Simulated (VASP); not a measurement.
# BaTaI6 (Fm-3m) in VASP: further runs

Runs on BaTaI6. Level: PBE. Tasks: single point, relaxation of cell and atoms.

Everything below comes from runs of VASP 6.6.1. Logs are shortened: lines on timing, memory, paths and dates and some standing lists are left out, and cuts for length are marked.

## Step 1: The cell of the first run

The structure is cubic, space group Fm-3m (No. 225). Conventional cell: a = 10.344 Å, b = 10.344 Å, c = 10.344 Å, α = 90.00°, β = 90.00°, γ = 90.00°. Ba (site symmetry m-3m) has 12 I at 3.66 Å within 4.8 Å. Ta (site symmetry m-3m) has 12 I at 3.66 Å within 4.8 Å. Within 4.8 Å of I (site symmetry mmm) lie 2 Ba at 3.66 Å and 2 Ta at 3.66 Å and 8 I at 3.66 Å.

## Step 2: Single point, PBE

Contents of INCAR:

```
SYSTEM = BaTaI6
  PREC = Accurate
  ENCUT = 520
  EDIFF = 1E-6
  ISMEAR = 0
  SIGMA = 0.1
  LREAL = .False.
  LASPH = .True.
  NELM = 100
  ALGO = Normal
  ISIF = 2
  LWAVE = .False.
  LCHARG = .False.
  GGA = PE
  NBANDS = 42
```

Contents of KPOINTS:

```
Automatic mesh
0
Gamma
  6 6 6
  0 0 0
```

Contents of POSCAR:

```
BaTaI6
1.0
    0.0000000000      5.1721984135      5.1721984135
    5.1721984135      0.0000000000      5.1721984135
    5.1721984135      5.1721984135      0.0000000000
Ba Ta I
1 1 6
Direct
    0.5000000000      0.5000000000      0.5000000000
    0.0000000000      0.0000000000      0.0000000000
    0.5000000000      0.0000000000      0.0000000000
    0.0000000000      0.5000000000      0.5000000000
    0.0000000000      0.5000000000      0.0000000000
    0.5000000000      0.0000000000      0.5000000000
    0.0000000000      0.0000000000      0.5000000000
    0.5000000000      0.5000000000      0.0000000000
```

Potentials or basis: VASP PAW PBE potentials, release 64 (Ba_sv, Ta_pv, I).

Started as:

```
cat potpaw_PBE.64/Ba_sv/POTCAR potpaw_PBE.64/Ta_pv/POTCAR potpaw_PBE.64/I/POTCAR > POTCAR
mpirun -np 1 vasp_std > vasp.out
```

OUTCAR:

```text
SYSTEM = BaTaI6
   PREC = Accurate
   ENCUT = 520
   EDIFF = 1E-6
   ISMEAR = 0
   LREAL = .False.
   LASPH = .True.
   NELM = 100
   ISIF = 2
   GGA = PE

 ion  position               nearest neighbor table
   1  0.500  0.500  0.500-   4 3.66   6 3.66   8 3.66   3 3.66   5 3.66   8 3.66   3 3.66   6 3.66
                             7 3.66   4 3.66   5 3.66   7 3.66
   2  0.000  0.000  0.000-
   3  0.500  0.000  0.000-   1 3.66   1 3.66
   4  0.000  0.500  0.500-   1 3.66   1 3.66
   5  0.000  0.500  0.000-   1 3.66   1 3.66
   6  0.500  0.000  0.500-   1 3.66   1 3.66
   7  0.000  0.000  0.500-   1 3.66   1 3.66
   8  0.500  0.500  0.000-   1 3.66   1 3.66

  LATTYP: Found a face centered cubic cell.
 ALAT       =    10.3443968270

  Lattice vectors:

 A1 = (   0.0000000000,   5.1721984135,   5.1721984135)
 A2 = (   5.1721984135,   0.0000000000,   5.1721984135)
 A3 = (   5.1721984135,   5.1721984135,   0.0000000000)

Analysis of symmetry for initial positions (statically):
=====================================================================
 Subroutine PRICEL returns:
 Original cell was already a primitive cell.

 Routine SETGRP: Setting up the symmetry group for a
 face centered cubic supercell.

 Subroutine GETGRP returns: Found 48 space group operations
 (whereof 48 operations were pure point group operations)
 out of a pool of 48 trial point group operations.

The static configuration has the point symmetry O_h .

Analysis of symmetry for dynamics (positions and initial velocities):
=====================================================================
 Subroutine PRICEL returns:
 Original cell was already a primitive cell.

 Routine SETGRP: Setting up the symmetry group for a
 face centered cubic supercell.

 Subroutine GETGRP returns: Found 48 space group operations
 (whereof 48 operations were pure point group operations)
 out of a pool of 48 trial point group operations.

The dynamic configuration has the point symmetry O_h .

 Subroutine INISYM returns: Found 48 space group operations
 (whereof 48 operations are pure point group operations),
 and found     1 'primitive' translations

----------------------------------------------------------------------------------------

                                     Primitive cell

  volume of cell :     276.7295

  direct lattice vectors                    reciprocal lattice vectors
     0.000000000  5.172198414  5.172198414    -0.096670692  0.096670692  0.096670692
     5.172198414  0.000000000  5.172198414     0.096670692 -0.096670692  0.096670692
     5.172198414  5.172198414  0.000000000     0.096670692  0.096670692 -0.096670692

  length of vectors
     7.314593144  7.314593144  7.314593144     0.167438550  0.167438550  0.167438550

  position of ions in fractional coordinates (direct lattice)
     0.500000000  0.500000000  0.500000000
     0.000000000  0.000000000  0.000000000
     0.500000000  0.000000000  0.000000000
     0.000000000  0.500000000  0.500000000
     0.000000000  0.500000000  0.000000000
     0.500000000  0.000000000  0.500000000
     0.000000000  0.000000000  0.500000000
     0.500000000  0.500000000  0.000000000

  ion indices of the primitive-cell ions
   primitive index   ion index
                 1           1
                 2           2
                 3           3
                 4           4
                 5           5
                 6           6
                 7           7
                 8           8

----------------------------------------------------------------------------------------

 KPOINTS: Automatic mesh

Automatic generation of k-mesh.
 Grid dimensions read from file:
 generate k-points for:    6    6    6

 Generating k-lattice:

  Cartesian coordinates                     Fractional coordinates (reciprocal lattice)
    -0.016111782  0.016111782  0.016111782     0.166666667  0.000000000  0.000000000
     0.016111782 -0.016111782  0.016111782     0.000000000  0.166666667  0.000000000
     0.016111782  0.016111782 -0.016111782     0.000000000  0.000000000  0.166666667

  Length of vectors
     0.027906425  0.027906425  0.027906425

  Shift w.r.t. Gamma in fractional coordinates (k-lattice)
     0.000000000  0.000000000  0.000000000

 Subroutine IBZKPT returns following result:
 ===========================================

 Found     16 irreducible k-points:

 Following reciprocal coordinates:
            Coordinates               Weight
  0.000000  0.000000  0.000000      1.000000
  0.166667  0.000000  0.000000      8.000000
  0.333333  0.000000  0.000000      8.000000
  0.500000  0.000000  0.000000      4.000000
  0.166667  0.166667  0.000000      6.000000
  0.333333  0.166667  0.000000     24.000000
[... 8 lines left out ...]
 -0.333333  0.333333  0.166667     24.000000
 -0.333333  0.500000  0.166667     12.000000
   k-points           NKPTS =     16   k-points in BZ     NKDIM =     16   number of bands    NBANDS=     42
   number of dos      NEDOS =    301   number of ions     NIONS =      8
   total plane-waves  NPLWV = 157464
   dimension x,y,z NGX =    54 NGY =   54 NGZ =   54
   dimension x,y,z NGXF=   108 NGYF=  108 NGZF=  108
   ions per type =               1   1   6
   NGX,Y,Z   is equivalent  to a cutoff of  12.27, 12.27, 12.27 a.u.
   NGXF,Y,Z  is equivalent  to a cutoff of  24.55, 24.55, 24.55 a.u.
 SYSTEM =  BaTaI6
   PREC   = accura    normal or accurate (medium, high low for compatibility)
   ISTART =      0    job   : 0-new  1-cont  2-samecut
   ICHARG =      2    charge: 1-file 2-atom 10-const
   ISPIN  =      1    spin polarized calculation?
   LNONCOLLINEAR =      F non collinear calculations
   LSORBIT =      F    spin-orbit coupling
   LASPH  =      T    aspherical Exc in radial PAW
   ENCUT  =  520.0 eV  38.22 Ry    6.18 a.u.  13.60 13.60 13.60*2*pi/ulx,y,z
   NELM   =    100;   NELMIN=  2; NELMDL= -5     # of ELM steps
   EDIFF  = 0.1E-05   stopping-criterion for ELM
   LREAL  =      F    real-space projection
   EDIFFG = 0.1E-04   stopping-criterion for IOM
   NSW    =      0    number of steps for IOM
   IBRION =     -1    ionic relax: 0-MD 1-quasi-New 2-CG
   NFREE  =      0    steps in history (QN), initial steepest desc. (CG)
   ISIF   =      2    stress and relaxation
   ISYM   =      2    0-nonsym 1-usesym 2-fastsym
   POTIM  = 0.5000    time-step for ionic-motion
   TEBEG  =    0.0;   TEEND  =   0.0 temperature during run
   PSTRESS=    0.0 pullay stress
   NELECT =      63.0000    total number of electrons
   NUPDOWN=      -1.0000    fix difference up-down
   EMIN   =  10.00;   EMAX   =-10.00  energy-range for DOS
   EFERMI =   0.00;   METHOD = LEGACY
   ISMEAR =     0;   SIGMA  =   0.10  broadening in eV -4-tet -1-fermi 0-gaus
   EFERMI_NEDOS =   21; number of points for ismear=-14 and -15
   IALGO  =     38    algorithm
   IMIX   =      4    mixing-type and parameters
     AMIX     =   0.40;   BMIX     =  1.00
     AMIX_MAG =   1.60;   BMIX_MAG =  1.00
  volume/ion in A,a.u.               =      34.59       233.43
  Fermi-wavevector in a.u.,A,eV,Ry     =   0.999624  1.889015 13.595586  0.999247
  Thomas-Fermi vector in A             =   2.131926
   LORBIT       =      0    0 simple, 1 ext, 2 COOP (PROOUT), +10 PAW based schemes
   GGA     = PE    functional components
   LHFCALC =     F    Hartree Fock is set to
   AEXX    =    0.0000 exact exchange contribution
   IVDW    =     0    specifies the selected vdW correction
   LEPSILON=     F    determine dielectric tensor
   LRPA    =     F    only Hartree local field effects (RPA)
 non-spin polarized calculation
 Gauss-broadening in eV      SIGMA  =   0.10
  energy-cutoff  :      520.00
  volume of cell :      276.73
 maximum number of plane-waves:      7495
   NGX = 27   NGY = 27   NGZ = 27

 number of electron      63.0000001 magnetization

 Free energy of the ion-electron system (eV)
  ---------------------------------------------------
  ext. energy  EPLUGINS =         0.00000000
  ---------------------------------------------------
  free energy    TOTEN  =       -21.31833617 eV

  energy without entropy =      -21.21830877  energy(sigma->0) =      -21.26832247

 E-fermi :   4.5519     XC(G=0):  -9.2132

 val. band max:        4.5482002982   @ k =   0.1667   0.1667   0.0000
 cond. band min:       4.5563210829   @ k =   0.3333   0.1667   0.0000
 fundamental gap:      0.0081207848
 Fermi energy:         4.5519074405

 k-point     1 :       0.0000    0.0000    0.0000
  band No.  band energies     occupation
      1     -31.7198      2.00000
      2     -31.7198      2.00000
      3     -31.7198      2.00000
      4     -23.1931      2.00000
      5      -8.7528      2.00000
      6      -8.4291      2.00000
[... 34 lines left out ...]
     41       7.7703      0.00000
     42       7.7703      0.00000

 k-point     2 :       0.1667    0.0000    0.0000
  band No.  band energies     occupation
      1     -31.7198      2.00000
      2     -31.7198      2.00000
      3     -31.7198      2.00000
      4     -23.1931      2.00000
      5      -8.7890      2.00000
      6      -8.4485      2.00000
[... 34 lines left out ...]
     41       8.0353      0.00000
     42       8.1842      0.00000

 k-point     3 :       0.3333    0.0000    0.0000
  band No.  band energies     occupation
      1     -31.7198      2.00000
      2     -31.7198      2.00000
      3     -31.7198      2.00000
      4     -23.1930      2.00000
      5      -8.8410      2.00000
      6      -8.4833      2.00000
[... 537 lines left out ...]
      4     -23.1929      2.00000
      5      -8.7829      2.00000
      6      -8.7004      2.00000
[... 34 lines left out ...]
     41       8.9090      0.00000
     42       9.0421      0.00000

 k-point    16 :      -0.3333    0.5000    0.1667
  band No.  band energies     occupation
      1     -31.7198      2.00000
      2     -31.7198      2.00000
      3     -31.7198      2.00000
      4     -23.1929      2.00000
      5      -8.8024      2.00000
      6      -8.6721      2.00000
[... 34 lines left out ...]
     41       9.1532      0.00000
     42       9.1588      0.00000

------------------------ aborting loop because EDIFF is reached ----------------------------------------

  FORCE on cell =-STRESS in cart. coord.  units (eV):
  Direction    XX          YY          ZZ          XY          YZ          ZX
  --------------------------------------------------------------------------------------
  -------------------------------------------------------------------------------------
  Total        0.2185765      0.2185765      0.2185765      0.0000000      0.0000000     -0.0000000
  in kB        1.2654894      1.2654894      1.2654894      0.0000000      0.0000000     -0.0000000
  external PRESSURE =       1.2654894 kB  Pullay stress =       0.0000000 kB

 VOLUME and BASIS-vectors are now :
 -----------------------------------------------------------------------------
  energy-cutoff  :      520.00
  volume of cell :      276.73
      direct lattice vectors                 reciprocal lattice vectors
     0.000000000  5.172198414  5.172198414    -0.096670692  0.096670692  0.096670692
     5.172198414  0.000000000  5.172198414     0.096670692 -0.096670692  0.096670692
     5.172198414  5.172198414  0.000000000     0.096670692  0.096670692 -0.096670692

 POSITION                                       TOTAL-FORCE (eV/Angst)
 -----------------------------------------------------------------------------------
      5.17220      5.17220      5.17220         0.000000     -0.000000     -0.000000
      0.00000      0.00000      0.00000        -0.000000      0.000000     -0.000000
      0.00000      2.58610      2.58610         0.000000      0.000000      0.000000
      5.17220      2.58610      2.58610         0.000000     -0.000000     -0.000000
      2.58610      0.00000      2.58610         0.000000      0.000000     -0.000000
      2.58610      5.17220      2.58610         0.000000     -0.000000     -0.000000
      2.58610      2.58610      0.00000        -0.000000      0.000000      0.000000
      2.58610      2.58610      5.17220        -0.000000     -0.000000      0.000000
 -----------------------------------------------------------------------------------
    total drift:                               -0.000000      0.000000     -0.000000

  FREE ENERGIE OF THE ION-ELECTRON SYSTEM (eV)
  ---------------------------------------------------
  free  energy   TOTEN  =       -21.3183361691 eV

  energy  without entropy=      -21.2183087740  energy(sigma->0) =      -21.26832247
```

It took 3.3 min on 1 thread of AMD EPYC 9R45 (Zen 5), shared host; peak memory 0.46 GiB.

Results:

- Free energy: -21.3183 eV
- Pressure: 0.1 GPa

Caveat: spin-orbit coupling is left out, which moves the levels of the heavy elements; an odd number of electrons without spin polarisation forces a metal; a magnetic or distorted state may lie lower.

## Step 3: Relaxation of cell and atoms, PBE

Contents of INCAR:

```
SYSTEM = BaTaI6
PREC     = Accurate       ! precision mode
ENCUT    = 600            ! plane-wave cutoff, eV
EDIFF    = 1E-6           ! SCF threshold, eV
ISMEAR   = 0              ! smearing method
SIGMA    = 0.1            ! smearing width, eV
LREAL    = .FALSE.        ! projectors in reciprocal space
LASPH    = .TRUE.         ! aspherical terms in the spheres
NELM     = 100            ! most SCF steps
ALGO     = Normal         ! electronic algorithm
ISIF     = 3              ! what is computed and relaxed
LWAVE    = .FALSE.        ! write WAVECAR
LCHARG   = .FALSE.        ! write CHGCAR
GGA      = PE             ! functional
IBRION   = 2              ! ionic algorithm
NSW      = 100            ! ionic steps
EDIFFG   = -0.01          ! ionic threshold
```

Contents of KPOINTS:

```
Automatic mesh
0
G
  6 6 6
  0 0 0
```

POSCAR is that of step 2.

Potentials or basis: VASP PAW PBE potentials, release 64 (Ba_sv, Ta_pv, I).

Started as:

```
cat potpaw_PBE.64/Ba_sv/POTCAR potpaw_PBE.64/Ta_pv/POTCAR potpaw_PBE.64/I/POTCAR > POTCAR
mpirun -np 1 vasp_std > vasp.out
```

It took 8.3 min on 1 thread of AMD EPYC 9R45 (Zen 5), shared host; peak memory 0.58 GiB.

It converged, with:

- Free energy: -21.3189 eV
- Relaxed volume: 34.73 Å³/atom
- Relaxed cell: a = 7.325 Å, b = 7.325 Å, c = 7.325 Å, α = 60.00°, β = 60.00°, γ = 60.00°
- Space group after relaxing (to 0.05 Å): Fm-3m (No. 225)
- Energy gained by relaxing: 0.1 meV/atom
- Ionic steps: 2
- Pressure after relaxing: 0.0 GPa

Step by step:
| step | energy change (eV) | largest force (eV/Å) | pressure (GPa) | volume (Å³) |
| --- | --- | --- | --- | --- |
| 1 | 0.0000 | 0.0000 | 0.13 | 276.73 |
| 2 | -0.0005 | 0.0000 | 0.01 | 277.86 |

Final structure:
```xyz
8
Lattice="0.0000 5.1793 5.1793 5.1793 0.0000 5.1793 5.1793 5.1793 0.0000" Properties=species:S:1:pos:R:3 pbc="T T T"
Ba    5.1793    5.1793    5.1793
Ta    0.0000    5.1792    5.1792
I     0.0000    2.5896    2.5896
I     5.1793    2.5896    2.5896
I     2.5896    5.1792    7.7689
I     2.5896    5.1793    2.5896
I     2.5896    2.5896    0.0000
I     2.5896    2.5896    5.1793
```

Levels at points of the mesh, in eV from the Fermi level:
```csv
k point,band 28,band 29,band 30,band 31,band 32,band 33,band 34,band 35,band 36,band 37
"(0.00, 0.00, 0.00)",-0.11,-0.11,-0.10,-0.10,-0.10,0.00,0.00,0.00,0.22,0.22
"(0.50, 0.00, 0.00)",-0.35,-0.18,-0.18,-0.13,-0.13,-0.02,-0.02,1.07,1.07,1.39
"(0.50, 0.50, 0.00)",-0.65,-0.65,-0.52,-0.04,-0.03,0.16,1.01,1.10,1.10,1.47
```

Caveat: spin-orbit coupling is left out, which moves the levels of the heavy elements; an odd number of electrons without spin polarisation forces a metal; a magnetic or distorted state may lie lower.

## Step 4: Single point, PBE

This run uses another cell than the first one, of 40.19 Å³/atom, 1.162 times its volume.

Contents of INCAR:

```
PREC     = Accurate       # precision mode
ENCUT    = 520            # plane-wave cutoff, eV
EDIFF    = 1E-7           # SCF threshold, eV
ISMEAR   = 0              # smearing method
SIGMA    = 0.1            # smearing width, eV
LREAL    = F              # projectors in reciprocal space
LASPH    = T              # aspherical terms in the spheres
NELM     = 100            # most SCF steps
ALGO     = Normal         # electronic algorithm
ISIF     = 2              # what is computed and relaxed
LWAVE    = F              # write WAVECAR
LCHARG   = T              # write CHGCAR
GGA      = PE             # functional
LELF     = T              # ELF
LVHAR    = T            
NBANDS   = 42             # bands
```

Contents of KPOINTS:

```
regular mesh
0
Gamma
  4 4 4
```

Edit POSCAR of step 3 so:

```diff
@@ -2,5 +2,5 @@
 1.0
-    0.0000000000      5.1721984135      5.1721984135
-    5.1721984135      0.0000000000      5.1721984135
-    5.1721984135      5.1721984135      0.0000000000
+    0.0000000000      5.4373288100      5.4373288100
+    5.4373288100      0.0000000000      5.4373288100
+    5.4373288100      5.4373288100      0.0000000000
 Ba Ta I
```

Started as:

```
cat potpaw_PBE.64/Ba_sv/POTCAR potpaw_PBE.64/Ta_pv/POTCAR potpaw_PBE.64/I/POTCAR > POTCAR
mpirun -np 1 vasp_std > vasp.out
```

It took 4.2 min on 1 thread of AMD EPYC 9R45 (Zen 5), shared host; peak memory 0.5 GiB.

It converged, with:

```yaml
Free_energy: -20.8903 eV
Pressure: -3.0 GPa
```

Levels at points of the mesh, in eV from the Fermi level:
| k point | band 28 | band 29 | band 30 | band 31 | band 32 | band 33 | band 34 | band 35 |
| --- | --- | --- | --- | --- | --- | --- | --- | --- |
| (0.00, 0.00, 0.00) | -0.11 | -0.11 | -0.05 | -0.05 | -0.05 | -0.04 | -0.04 | -0.04 |
| (0.50, 0.00, 0.00) | -0.28 | -0.16 | -0.16 | -0.12 | -0.12 | 0.00 | 0.00 | 0.80 |
| (0.50, 0.50, 0.00) | -0.52 | -0.52 | -0.46 | -0.02 | 0.01 | 0.11 | 0.74 | 0.84 |

Caveat: spin-orbit coupling is left out, which moves the levels of the heavy elements; an odd number of electrons without spin polarisation forces a metal; a magnetic or distorted state may lie lower.

## Step 5: The runs side by side

```csv
task,cell,k mesh,cutoff (eV),gap on the mesh (eV),pressure (GPa)
single point,"a = 7.315 Å, angles 60.0°, 8 atoms",6 × 6 × 6,520,none,0.1
relaxation of cell and atoms,"relaxed from a = 7.315 Å, angles 60.0°, 8 atoms",6 × 6 × 6,600,none,0.0
single point,"a = 7.690 Å, angles 60.0°, 8 atoms",4 × 4 × 4,520,none,-3.0
```

Alike in all rows: level PBE; potentials or basis VASP PAW PBE potentials, release 64 (Ba_sv, Ta_pv, I); no spin polarisation; smearing gaussian 0.1 eV.

Caveats: spin-orbit coupling is left out, which moves the levels of the heavy elements; an odd number of electrons without spin polarisation forces a metal; a magnetic or distorted state may lie lower.

Total energies depend on the potentials used, so only differences within one code and one set of settings carry meaning.
